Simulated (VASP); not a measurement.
# Ga9N7 (a cell with a defect) in VASP: further runs, part 2 of 2

VASP 6.6.1.

**3. Single point, PBE**

INCAR reads:

```
SYSTEM = Ga9N7
PREC = Accurate
ENCUT = 520
EDIFF = 1E-6
ISMEAR = 0
SIGMA = 0.01
LREAL = Auto
LASPH = .TRUE.
NELM = 60
ALGO = Normal
ISIF = 2
LWAVE = .FALSE.
LCHARG = .FALSE.
GGA = PE
NELECT = 154.0
NBANDS = 90
```

KPOINTS reads:

```
Automatic mesh
0
G
  4 4 4
  0 0 0
```

POSCAR reads:

```
Ga9N7
1.0
    0.0000000000      0.0000000000     -5.2431684262
    6.4367416346      0.0000000000      0.0000000000
   -3.2183708173     -5.5743817732      0.0000000000
Ga N
9 7
Direct
    0.5949137284      0.1666666667      0.3333333333
    0.4830781554      0.6659639116      0.3319278231
    0.4830781554      0.1680721769      0.8340360884
    0.4830781554      0.6659639116      0.8340360884
   -0.0108362247      0.8119364128      0.1559682064
   -0.0108362247      0.3440317936      0.1559682064
   -0.0086531872      0.8333333333      0.6666666667
   -0.0108362247      0.3440317936      0.6880635872
    0.1648467669      0.1666666667      0.3333333333
    0.1167093074      0.6693776485      0.3387552971
    0.1167093074      0.1612447029      0.8306223515
    0.1167093074      0.6693776485      0.8306223515
    0.6228124541      0.8069280266      0.1534640133
    0.6228124541      0.3465359867      0.1534640133
    0.6136016159      0.8333333333      0.6666666667
    0.6228124541      0.3465359867      0.6930719734
```

Potentials or basis: VASP PAW PBE potentials, release 64 (Ga_d, N).

Started as:

```bash
$ cat potpaw_PBE.64/Ga_d/POTCAR potpaw_PBE.64/N/POTCAR > POTCAR
$ mpirun -np 1 vasp_std > vasp.out
```

OUTCAR:

```text
SYSTEM = Ga9N7
   PREC = Accurate
   ENCUT = 520
   EDIFF = 1E-6
   ISMEAR = 0
   LREAL = Auto
   LASPH = .TRUE.
   NELM = 60
   ISIF = 2
   GGA = PE
   NELECT = 154.0

 ion  position               nearest neighbor table
   1  0.595  0.167  0.333-  14 2.01  13 2.01  16 2.01   9 2.25   6 2.86   5 2.86   8 2.86
   2  0.483  0.666  0.332-  10 1.92  13 1.93  14 1.93  15 1.99
   3  0.483  0.168  0.834-  11 1.92  16 1.93  14 1.93  15 1.99
   4  0.483  0.666  0.834-  12 1.92  16 1.93  13 1.93  15 1.99
   5  0.989  0.812  0.156-  13 1.92  12 1.94  10 1.94   9 2.18   1 2.86
   6  0.989  0.344  0.156-  14 1.92  10 1.94  11 1.94   9 2.18   1 2.86
   7  0.991  0.833  0.667-  12 1.94  11 1.94  10 1.94  15 1.98
   8  0.989  0.344  0.688-  16 1.92  12 1.94  11 1.94   9 2.18   1 2.86
   9  0.165  0.167  0.333-   6 2.18   5 2.18   8 2.18   1 2.25
  10  0.117  0.669  0.339-   2 1.92   6 1.94   5 1.94   7 1.94
  11  0.117  0.161  0.831-   3 1.92   6 1.94   8 1.94   7 1.94
  12  0.117  0.669  0.831-   4 1.92   8 1.94   5 1.94   7 1.94
  13  0.623  0.807  0.153-   5 1.92   2 1.93   4 1.93   1 2.01
  14  0.623  0.347  0.153-   6 1.92   2 1.93   3 1.93   1 2.01
  15  0.614  0.833  0.667-   7 1.98   4 1.99   3 1.99   2 1.99
  16  0.623  0.347  0.693-   8 1.92   3 1.93   4 1.93   1 2.01
[... 214 lines left out ...]
      2      -9.8516      2.00000
      3      -9.8269      2.00000
      4      -9.8269      2.00000
      5      -9.7673      2.00000
      6      -9.6234      2.00000
[... 1185 lines left out ...]
     88      12.7529      0.00000
     89      12.8531      0.00000
 [bands above 89 left out]

------------------------ aborting loop because EDIFF is reached ----------------------------------------

  FORCE on cell =-STRESS in cart. coord.  units (eV):
  Direction    XX          YY          ZZ          XY          YZ          ZX
  --------------------------------------------------------------------------------------
  -------------------------------------------------------------------------------------
  Total       46.6032765     46.6032766     44.5916671      0.0000000     -0.0000000      0.0000000
  in kB      396.8902583    396.8902583    379.7586688      0.0000000     -0.0000000      0.0000000
  external PRESSURE =     391.1797285 kB  Pullay stress =       0.0000000 kB

 VOLUME and BASIS-vectors are now :
 -----------------------------------------------------------------------------
  energy-cutoff  :      520.00
  volume of cell :      188.13
      direct lattice vectors                 reciprocal lattice vectors
     0.000000000  0.000000000 -5.243168426     0.000000000  0.000000000 -0.190724371
     6.436741635  0.000000000  0.000000000     0.155358108 -0.089696045  0.000000000
    -3.218370817 -5.574381773  0.000000000     0.000000000 -0.179392091  0.000000000

 POSITION                                       TOTAL-FORCE (eV/Angst)
 -----------------------------------------------------------------------------------
      0.00000     -1.85813     -3.11923         0.000000      0.000000     -0.000102
      3.21837     -1.85029     -2.53286         0.000000      0.009989     -0.007903
     -1.60240     -4.64924     -2.53286         0.008651     -0.004995     -0.007903
      1.60240     -4.64924     -2.53286        -0.008651     -0.004995     -0.007903
      4.72426     -0.86943     -5.18635         0.007531     -0.004348     -0.008674
      1.71248     -0.86943     -5.18635        -0.007531     -0.004348     -0.008674
[... 8 lines left out ...]
      3.21837     -3.71625     -3.21722         0.000000      0.000000      0.004476
     -0.00000     -3.86345     -3.26551         0.000000     -0.016453      0.007103
 -----------------------------------------------------------------------------------
    total drift:                               -0.000007     -0.000015     -0.013978

  FREE ENERGIE OF THE ION-ELECTRON SYSTEM (eV)
  ---------------------------------------------------
  free  energy   TOTEN  =       -70.1433859520 eV

  energy  without entropy=      -70.1432096318  energy(sigma->0) =      -70.14329779
```

OSZICAR:

```text
N       E                     dE             d eps       ncg     rms          rms(c)
DAV:   1     0.230836501643E+04    0.23084E+04   -0.63437E+04  2524   0.329E+03
DAV:   2     0.492893114685E+03   -0.18155E+04   -0.17449E+04  2340   0.906E+02
DAV:   3    -0.201811847773E+02   -0.51307E+03   -0.49036E+03  2842   0.294E+02
DAV:   4    -0.807196291882E+02   -0.60538E+02   -0.59228E+02  2588   0.104E+02
DAV:   5    -0.866664386511E+02   -0.59468E+01   -0.59104E+01  3520   0.320E+01    0.222E+01
DAV:   6    -0.697547408905E+02    0.16912E+02   -0.65144E+01  4320   0.653E+01    0.635E+00
DAV:   7    -0.702251688867E+02   -0.47043E+00   -0.11330E+01  2896   0.247E+01    0.545E+00
DAV:   8    -0.701649403232E+02    0.60229E-01   -0.28269E+00  3232   0.143E+01    0.185E+00
DAV:   9    -0.701267511117E+02    0.38189E-01   -0.73151E-01  3200   0.119E+01    0.412E-01
DAV:  10    -0.701391556064E+02   -0.12404E-01   -0.15465E-01  2904   0.417E+00    0.322E-01
DAV:  11    -0.701420780218E+02   -0.29224E-02   -0.44424E-02  2936   0.212E+00    0.157E-01
DAV:  12    -0.701428806036E+02   -0.80258E-03   -0.11250E-02  3208   0.158E+00    0.678E-02
DAV:  13    -0.701432613853E+02   -0.38078E-03   -0.42671E-03  2752   0.648E-01    0.582E-02
DAV:  14    -0.701433532451E+02   -0.91860E-04   -0.11455E-03  3096   0.452E-01    0.354E-02
DAV:  15    -0.701433786952E+02   -0.25450E-04   -0.42248E-04  3672   0.171E-01    0.256E-02
DAV:  16    -0.701433855680E+02   -0.68728E-05   -0.85544E-05  3088   0.600E-02    0.123E-02
DAV:  17    -0.701433863149E+02   -0.74696E-06   -0.12264E-05  2632   0.536E-02    0.435E-03
DAV:  18    -0.701433859520E+02    0.36297E-06   -0.63475E-06  2376   0.294E-02
   1 F= -.70143386E+02 E0= -.70143298E+02  d E =-.176320E-03
```

stdout:

```text
POSCAR found type information on POSCAR GaN
 POSCAR found :  2 types and      16 ions
 scaLAPACK will be used
 LDA part: xc-table for (Slater+PW92), standard interpolation
 POSCAR, INCAR and KPOINTS ok, starting setup
 FFT: planning ... GRIDC
 FFT: planning ... GRID_SOFT
 FFT: planning ... GRID
 WAVECAR not read
 entering main loop
 the old and the new charge density differ
 old charge density:   152.00000 new  153.99999
    0.222E+01
```

It took 7.3 min on 1 thread of Intel Xeon Platinum 8488C (Sapphire Rapids), shared host; peak memory 0.36 GiB.

Results:

```
Free energy   : -70.1434 eV
Largest force : 0.018 eV/Å
```

Forces on the atoms (eV/Å):
```
Ga   0.000  0.000  0.000
Ga   0.000  0.010 -0.008
Ga   0.009 -0.005 -0.008
Ga  -0.009 -0.005 -0.008
Ga   0.008 -0.004 -0.009
Ga  -0.008 -0.004 -0.009
Ga   0.000  0.000  0.000
Ga   0.000  0.009 -0.009
Ga   0.000  0.000  0.003
N    0.000  0.004  0.007
N    0.004 -0.002  0.007
N   -0.004 -0.002  0.007
N   -0.014  0.008  0.007
N    0.014  0.008  0.007
N    0.000  0.000  0.004
N    0.000 -0.016  0.007
```

Levels at points of the mesh, in eV from the Fermi level:
```
           k point  band 75  band 76  band 77  band 78  band 79  band 80
(0.00, 0.00, 0.00)    -1.97    -0.79    -0.04    -0.04     0.58     1.01
(0.50, 0.00, 0.00)    -1.81     0.00     0.00     0.63     0.78     1.11
(0.00, 0.50, 0.00)    -2.60    -1.64    -0.51     1.23     1.45     2.17
(0.50, 0.50, 0.00)    -2.41    -1.17    -0.56     1.74     1.84     2.23
```

Caveat: the cell carries a net charge on a neutralising background, which shifts energy and pressure; the cell is charged against a uniform background, so pressure and absolute levels hang on convention.
